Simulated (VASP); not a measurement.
MgSi2N2:

```
Mg Si N
1.0
    -1.95907    1.95907    4.48905
     1.95907   -1.95907    4.48905
     1.95907    1.95907   -4.48905
Mg Si N
1 2 2
Direct
  0.00000 0.00000 0.00000
  0.37500 0.37500 0.00000
  0.62500 0.62500 0.00000
  0.75000 0.25000 0.50000
  0.25000 0.75000 0.50000
```

```yaml
Program: VASP 6.6.1
Task: relaxation of cell and atoms
Functional: PBE
Potentials_or_basis: VASP PAW PBE potentials, release 64 (Mg, Si, N)
Cutoff: 600 eV
k_mesh: 6 × 6 × 6
Occupations: gaussian, width 0.1 eV
Spin: no spin polarisation
```

At the start: pressure -19.8 GPa; volume 13.78 Å³/atom.

Question: How do energy, volume and symmetry change on relaxing?

Answer: Over 10 steps the energy falls by 575.2 meV/atom and the volume is 11.04 Å³/atom (-19.9 %); space group I4/mmm (No. 139, to 0.05 Å).

The path:
| step | energy change (eV) | largest force (eV/Å) | pressure (GPa) | volume (Å³) |
| --- | --- | --- | --- | --- |
| 1 | 0.0000 | 5.0029 | -19.84 | 68.92 |
| 2 | -2.7637 | 1.0766 | 2.64 | 53.25 |
| 3 | -2.7700 | 0.8464 | 5.48 | 52.53 |
| 4 | -2.8657 | 0.0286 | -0.10 | 54.71 |
| 5 | -2.8669 | 0.0507 | 0.30 | 54.51 |
| 6 | -2.8670 | 0.0725 | 0.40 | 54.46 |
| 7 | -2.8716 | 0.0985 | 0.09 | 54.74 |
| 8 | -2.8735 | 0.1417 | -0.12 | 55.01 |
| 9 | -2.8737 | 0.1616 | -0.16 | 55.11 |
| 10 | -2.8759 | 0.0080 | 0.36 | 55.18 |

Final structure:
```
Mg Si N
1.0
    -1.82720    1.82720    4.13151
     1.82720   -1.82720    4.13151
     1.82720    1.82720   -4.13151
Mg Si N
1 2 2
Direct
  0.00000 0.00000 0.00000
  0.33788 0.33788 0.00000
  0.66212 0.66212 0.00000
  0.75000 0.25000 0.50000
  0.25000 0.75000 0.50000
```

Caveat: the k points lie up to 0.41 Å⁻¹ apart in the final cell; the volume moved by over 15 % at a fixed basis, so the end points are rough.
